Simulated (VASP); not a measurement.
# CuSi8O16 (a cell with a defect) in VASP: single point with LDA

Aim: the single point of CuSi8O16 (a cell with a defect) with LDA.

All numbers are computed with VASP 6.6.1; they aren't measurements. Logs are shortened: lines on timing, memory, paths and dates and some standing lists are left out, and cuts for length are marked.

## (1) The cell of the first run

The cell holds a defect, 25 atoms: a = 6.712 Å, b = 6.712 Å, c = 6.445 Å, α = 90.00°, β = 90.00°, γ = 90.00°.

## (2) Single point, LDA

INCAR reads:

```
PREC = Accurate
ENCUT = 520
EDIFF = 1E-6
ISMEAR = -1
SIGMA = 0.05
LREAL = Auto
LASPH = True
NELM = 60
ALGO = Normal
ISIF = 2
LWAVE = False
LCHARG = True
LELF = True
LVHAR = True
NELECT = 138.0
NBANDS = 88
```

KPOINTS reads:

```
Automatic mesh
0
Gamma
  1 1 2
```

POSCAR reads:

```
CuSi8O16
1.0
   -4.7460000000     -4.7460000000      0.0000000000
    4.7460000000     -4.7460000000      0.0000000000
    0.0000000000      0.0000000000      6.4450000000
Si O Cu
8 16 1
Direct
    0.1807199799      0.5029519777     -0.0008192950
    0.0014686533      0.1731011040      0.2503349121
    0.8307042805      0.5034321785      0.4988040660
    0.0008549273      0.8332542215      0.7482815718
    0.6726587015      0.0034091397     -0.0001925136
    0.4933216209      0.6820264957      0.2544646744
    0.3256215107      0.0028894116      0.4998090378
    0.4938949458      0.3243549419      0.7445077763
    0.3078768470      0.5390566506      0.2064198010
    0.9632119923      0.3116424812      0.4511223142
    0.6916466695      0.4644752973      0.7048457940
    0.0344782372      0.6904390576      0.9506613321
    0.9622912825      0.6958167312      0.5467906270
    0.6913846989      0.5418897624      0.2928527773
    0.0354825109      0.3147893012      0.0473206828
    0.3087689577      0.4679029657      0.7923875693
    0.8078061653      0.0410455633      0.2019951374
    0.4641261959      0.8103875649      0.4606963743
    0.1914767307      0.9703449033      0.7046095617
    0.5340293747      0.1938100177      0.9503343859
    0.4643340399      0.1952076788      0.5388454002
    0.1915854213      0.0354953783      0.2949802293
    0.5337452848      0.8130832905      0.0490382465
    0.8074648789      0.9653871973      0.7973786190
    0.7619448926      0.5050412883      0.9984693184
```

Potentials or basis: VASP PAW LDA potentials, release 64 (Si, O, Cu).

Run with:

```console
$ cat potpaw_LDA.64/Si/POTCAR potpaw_LDA.64/O/POTCAR potpaw_LDA.64/Cu/POTCAR > POTCAR
$ mpirun -np 1 vasp_std > vasp.out
```

OUTCAR:

```text
PREC = Accurate
   ENCUT = 520
   EDIFF = 1E-6
   ISMEAR = -1
   LREAL = Auto
   LASPH = True
   NELM = 60
   ISIF = 2
   NELECT = 138.0

 ion  position               nearest neighbor table
   1  0.181  0.503  0.999-  16 1.60   9 1.60  15 1.63  12 1.63  25 2.81   8 2.92   6 2.92   2 2.99
                             4 3.00
   2  0.001  0.173  0.250-  22 1.60  17 1.60  10 1.61  15 1.63   7 2.94   5 2.96   3 2.97   1 2.99

   3  0.831  0.503  0.499-  10 1.59  13 1.59  14 1.64  11 1.64   4 2.96   2 2.97   6 3.01   8 3.01

   4  0.001  0.833  0.748-  19 1.60  24 1.60  13 1.61  12 1.63   7 2.93   5 2.96   3 2.96   1 3.00

   5  0.673  0.003  1.000-  17 1.61  24 1.61  20 1.61  23 1.61   2 2.96   4 2.96   8 2.96   6 2.97

   6  0.493  0.682  0.254-  18 1.60   9 1.60  23 1.61  14 1.65  25 2.72   7 2.90   1 2.92   5 2.97
                             3 3.01
   7  0.326  0.003  0.500-  21 1.61  18 1.61  22 1.61  19 1.61   6 2.90   8 2.90   4 2.93   2 2.94

   8  0.494  0.324  0.745-  21 1.60  16 1.60  20 1.61  11 1.65  25 2.72   7 2.90   1 2.92   5 2.96
                             3 3.01
   9  0.308  0.539  0.206-   6 1.60   1 1.60
  10  0.963  0.312  0.451-   3 1.59   2 1.61
  11  0.692  0.464  0.705-   3 1.64   8 1.65  25 1.97
  12  0.034  0.690  0.951-   1 1.63   4 1.63  25 2.23
  13  0.962  0.696  0.547-   3 1.59   4 1.61
  14  0.691  0.542  0.293-   3 1.64   6 1.65  25 1.97
  15  0.035  0.315  0.047-   1 1.63   2 1.63  25 2.26
  16  0.309  0.468  0.792-   8 1.60   1 1.60
  17  0.808  0.041  0.202-   2 1.60   5 1.61
  18  0.464  0.810  0.461-   6 1.60   7 1.61
  19  0.191  0.970  0.705-   4 1.60   7 1.61
  20  0.534  0.194  0.950-   8 1.61   5 1.61
  21  0.464  0.195  0.539-   8 1.60   7 1.61
  22  0.192  0.035  0.295-   2 1.60   7 1.61
  23  0.534  0.813  0.049-   6 1.61   5 1.61
  24  0.807  0.965  0.797-   4 1.60   5 1.61
  25  0.762  0.505  0.998-  11 1.97  14 1.97  12 2.23  15 2.26   6 2.72   8 2.72   1 2.81

  LATTYP: Found a simple tetragonal cell.
 ALAT       =     6.7118575670
 C/A-ratio  =     0.9602408775

  Lattice vectors:

 A1 = (  -4.7460000000,  -4.7460000000,   0.0000000000)
 A2 = (   4.7460000000,  -4.7460000000,   0.0000000000)
 A3 = (   0.0000000000,   0.0000000000,   6.4450000000)

Analysis of symmetry for initial positions (statically):
=====================================================================
 Subroutine PRICEL returns:
 Original cell was already a primitive cell.

 Routine SETGRP: Setting up the symmetry group for a
 simple tetragonal supercell.

 Subroutine GETGRP returns: Found  1 space group operations
 (whereof  1 operations were pure point group operations)
 out of a pool of 16 trial point group operations.

The static configuration has the point symmetry C_1 .

Analysis of symmetry for dynamics (positions and initial velocities):
=====================================================================
 Subroutine PRICEL returns:
 Original cell was already a primitive cell.

 Routine SETGRP: Setting up the symmetry group for a
 simple tetragonal supercell.

 Subroutine GETGRP returns: Found  1 space group operations
 (whereof  1 operations were pure point group operations)
 out of a pool of 16 trial point group operations.

The dynamic configuration has the point symmetry C_1 .

 Subroutine INISYM returns: Found  1 space group operations
 (whereof  1 operations are pure point group operations),
 and found     1 'primitive' translations

----------------------------------------------------------------------------------------

                                     Primitive cell

  volume of cell :     290.3410

  direct lattice vectors                    reciprocal lattice vectors
    -4.746000000 -4.746000000  0.000000000    -0.105351875 -0.105351875  0.000000000
     4.746000000 -4.746000000  0.000000000     0.105351875 -0.105351875  0.000000000
     0.000000000  0.000000000  6.445000000     0.000000000  0.000000000  0.155159038

  length of vectors
     6.711857567  6.711857567  6.445000000     0.148990051  0.148990051  0.155159038

  position of ions in fractional coordinates (direct lattice)
     0.180719980  0.502951978  0.999180705
     0.001468653  0.173101104  0.250334912
     0.830704281  0.503432178  0.498804066
     0.000854927  0.833254221  0.748281572
     0.672658701  0.003409140  0.999807486
     0.493321621  0.682026496  0.254464674
[... 17 lines left out ...]
     0.807464879  0.965387197  0.797378619
     0.761944893  0.505041288  0.998469318

  ion indices of the primitive-cell ions
   primitive index   ion index
                 1           1
                 2           2
                 3           3
                 4           4
                 5           5
                 6           6
[... 17 lines left out ...]
                24          24
                25          25

----------------------------------------------------------------------------------------

 KPOINTS: Automatic mesh

Automatic generation of k-mesh.
 Grid dimensions read from file:
 generate k-points for:    1    1    2

 Generating k-lattice:

  Cartesian coordinates                     Fractional coordinates (reciprocal lattice)
    -0.105351875 -0.105351875  0.000000000     1.000000000  0.000000000  0.000000000
     0.105351875 -0.105351875  0.000000000     0.000000000  1.000000000  0.000000000
     0.000000000  0.000000000  0.077579519     0.000000000  0.000000000  0.500000000

  Length of vectors
     0.148990051  0.148990051  0.077579519

  Shift w.r.t. Gamma in fractional coordinates (k-lattice)
     0.000000000  0.000000000  0.000000000

 Subroutine IBZKPT returns following result:
 ===========================================

 Found      2 irreducible k-points:

 Following reciprocal coordinates:
            Coordinates               Weight
  0.000000  0.000000  0.000000      1.000000
  0.000000  0.000000  0.500000      1.000000
   k-points           NKPTS =      2   k-points in BZ     NKDIM =      2   number of bands    NBANDS=     88
   number of dos      NEDOS =    301   number of ions     NIONS =     25
   total plane-waves  NPLWV = 120000
   dimension x,y,z NGX =    50 NGY =   50 NGZ =   48
   dimension x,y,z NGXF=   100 NGYF=  100 NGZF=   96
   ions per type =               8  16   1
   NGX,Y,Z   is equivalent  to a cutoff of  12.38, 12.38, 12.38 a.u.
   NGXF,Y,Z  is equivalent  to a cutoff of  24.77, 24.77, 24.76 a.u.
 SYSTEM =  unknown system
   PREC   = accura    normal or accurate (medium, high low for compatibility)
   ISTART =      0    job   : 0-new  1-cont  2-samecut
   ICHARG =      2    charge: 1-file 2-atom 10-const
   ISPIN  =      1    spin polarized calculation?
   LNONCOLLINEAR =      F non collinear calculations
   LSORBIT =      F    spin-orbit coupling
   LASPH  =      T    aspherical Exc in radial PAW
   ENCUT  =  520.0 eV  38.22 Ry    6.18 a.u.  12.48 12.48 11.98*2*pi/ulx,y,z
   NELM   =     60;   NELMIN=  2; NELMDL= -5     # of ELM steps
   EDIFF  = 0.1E-05   stopping-criterion for ELM
   LREAL  =      T    real-space projection
   EDIFFG = 0.1E-04   stopping-criterion for IOM
   NSW    =      0    number of steps for IOM
   IBRION =     -1    ionic relax: 0-MD 1-quasi-New 2-CG
   NFREE  =      0    steps in history (QN), initial steepest desc. (CG)
   ISIF   =      2    stress and relaxation
   ISYM   =      2    0-nonsym 1-usesym 2-fastsym
   POTIM  = 0.5000    time-step for ionic-motion
   TEBEG  =    0.0;   TEEND  =   0.0 temperature during run
   PSTRESS=    0.0 pullay stress
   NELECT =     138.0000    total number of electrons
   NUPDOWN=      -1.0000    fix difference up-down
   EMIN   =  10.00;   EMAX   =-10.00  energy-range for DOS
   EFERMI =   0.00;   METHOD = LEGACY
   ISMEAR =    -1;   SIGMA  =   0.05  broadening in eV -4-tet -1-fermi 0-gaus
   EFERMI_NEDOS =   21; number of points for ismear=-14 and -15
   IALGO  =     38    algorithm
   IMIX   =      4    mixing-type and parameters
     AMIX     =   0.40;   BMIX     =  1.00
     AMIX_MAG =   1.60;   BMIX_MAG =  1.00
  volume/ion in A,a.u.               =      11.61        78.37
  Fermi-wavevector in a.u.,A,eV,Ry     =   1.277610  2.414333 22.208627  1.632288
  Thomas-Fermi vector in A             =   2.410200
   LORBIT       =      0    0 simple, 1 ext, 2 COOP (PROOUT), +10 PAW based schemes
   GGA     = CA    functional components
   LHFCALC =     F    Hartree Fock is set to
   AEXX    =    0.0000 exact exchange contribution
   IVDW    =     0    specifies the selected vdW correction
   LEPSILON=     F    determine dielectric tensor
   LRPA    =     F    only Hartree local field effects (RPA)
 non-spin polarized calculation
  energy-cutoff  :      520.00
  volume of cell :      290.34
 maximum number of plane-waves:      7815
 NGX is ok and might be reduce to    50
   NGX = 25   NGY = 25   NGZ = 23

 number of electron     138.0000039 magnetization

 Free energy of the ion-electron system (eV)
  ---------------------------------------------------
  ext. energy  EPLUGINS =         0.00000000
  ---------------------------------------------------
  free energy    TOTEN  =      -214.60738053 eV

  energy without entropy =     -214.60738053  energy(sigma->0) =     -214.60738053

 E-fermi :   5.4703     XC(G=0): -10.2869

 val. band max:        4.3037817951   @ k =   0.0000   0.0000   0.5000
 cond. band min:       6.9335146042   @ k =   0.0000   0.0000   0.0000
 fundamental gap:      2.6297328091
 Fermi energy:         5.4703018405

 k-point     1 :       0.0000    0.0000    0.0000
  band No.  band energies     occupation
      1     -17.8678      2.00000
      2     -16.9655      2.00000
      3     -16.9046      2.00000
      4     -16.7008      2.00000
      5     -16.6268      2.00000
      6     -16.5817      2.00000
[... 73 lines left out ...]
     80      11.2226      0.00000
     81      11.3352      0.00000

 k-point     2 :       0.0000    0.0000    0.5000
  band No.  band energies     occupation
      1     -17.5975      2.00000
      2     -17.5313      2.00000
      3     -16.7809      2.00000
      4     -16.7519      2.00000
      5     -16.6026      2.00000
      6     -16.5821      2.00000
[... 73 lines left out ...]
     80      11.3203      0.00000
     81      11.3477      0.00000
 [bands above 81 left out]

------------------------ aborting loop because EDIFF is reached ----------------------------------------

  FORCE on cell =-STRESS in cart. coord.  units (eV):
  Direction    XX          YY          ZZ          XY          YZ          ZX
  --------------------------------------------------------------------------------------
  -------------------------------------------------------------------------------------
  Total       -0.8992233     -0.8254951     -4.1480408      0.6398876     -1.0665530      1.0834448
  in kB       -4.9621487     -4.5552970    -22.8899696      3.5310664     -5.8855171      5.9787307
  external PRESSURE =     -10.8024717 kB  Pullay stress =       0.0000000 kB

 VOLUME and BASIS-vectors are now :
 -----------------------------------------------------------------------------
  energy-cutoff  :      520.00
  volume of cell :      290.34
      direct lattice vectors                 reciprocal lattice vectors
    -4.746000000 -4.746000000  0.000000000    -0.105351875 -0.105351875  0.000000000
     4.746000000 -4.746000000  0.000000000     0.105351875 -0.105351875  0.000000000
     0.000000000  0.000000000  6.445000000     0.000000000  0.000000000  0.155159038

 POSITION                                       TOTAL-FORCE (eV/Angst)
 -----------------------------------------------------------------------------------
      1.52931     -3.24471      6.43972         0.010653      0.019941      0.004594
      0.81457     -0.82851      1.61341        -0.031120      0.013217      0.006761
     -1.55323     -6.33181      3.21479        -0.017523     -0.015400      0.002282
      3.95057     -3.95868      4.82267         0.022074     -0.033311     -0.005849
     -3.17626     -3.20862      6.44376         0.019598      0.020071     -0.007553
      0.89559     -5.57820      1.64002        -0.001942      0.017488      0.002710
[... 17 lines left out ...]
      0.74950     -8.41396      5.13911         0.021409     -0.006939     -0.013416
     -1.21926     -6.01312      6.43513        -0.043479     -0.032059      0.007999
 -----------------------------------------------------------------------------------
    total drift:                               -0.002493      0.006797     -0.007477

  FREE ENERGIE OF THE ION-ELECTRON SYSTEM (eV)
  ---------------------------------------------------
  free  energy   TOTEN  =      -214.6073805318 eV

  energy  without entropy=     -214.6073805317  energy(sigma->0) =     -214.60738053
```

Run time: 59 s. Hardware: 1 thread of Intel Xeon Platinum 8559C (Emerald Rapids), shared host; peak memory 0.27 GiB.

Results:

```
Free energy   : -214.6074 eV
Largest force : 0.055 eV/Å
```

Forces on the atoms (eV/Å):
```
Si   0.011  0.020  0.005
Si  -0.031  0.013  0.007
Si  -0.018 -0.015  0.002
Si   0.022 -0.033 -0.006
Si   0.020  0.020 -0.008
Si  -0.002  0.017  0.003
Si  -0.030 -0.033  0.004
Si   0.021  0.000 -0.005
O   -0.010  0.033  0.004
O   -0.028 -0.008  0.008
O    0.003 -0.009 -0.038
O    0.014  0.033  0.017
O   -0.014 -0.018 -0.011
O   -0.007  0.001  0.042
O    0.033  0.016 -0.020
O    0.027 -0.006 -0.012
O   -0.001  0.022  0.018
O   -0.019 -0.008  0.038
O    0.004 -0.042  0.002
O    0.035  0.022  0.017
O   -0.002 -0.019 -0.036
O   -0.032  0.003 -0.010
O    0.026  0.032 -0.015
O    0.021 -0.007 -0.013
Cu  -0.043 -0.032  0.008
```

Levels at points of the mesh, in eV from the Fermi level:
| k point | band 67 | band 68 | band 69 | band 70 | band 71 | band 72 |
| --- | --- | --- | --- | --- | --- | --- |
| (0.00, 0.00, 0.00) | -1.79 | -1.46 | -1.28 | 1.46 | 3.78 | 4.53 |
| (0.00, 0.00, 0.50) | -1.79 | -1.46 | -1.17 | 2.71 | 3.40 | 4.53 |

Caveat: the k points lie up to 0.94 Å⁻¹ apart, too coarse for converged energies, forces and pressures; the cell carries a net charge on a neutralising background, which shifts energy and pressure; the cell is charged against a uniform background, so pressure and absolute levels hang on convention.
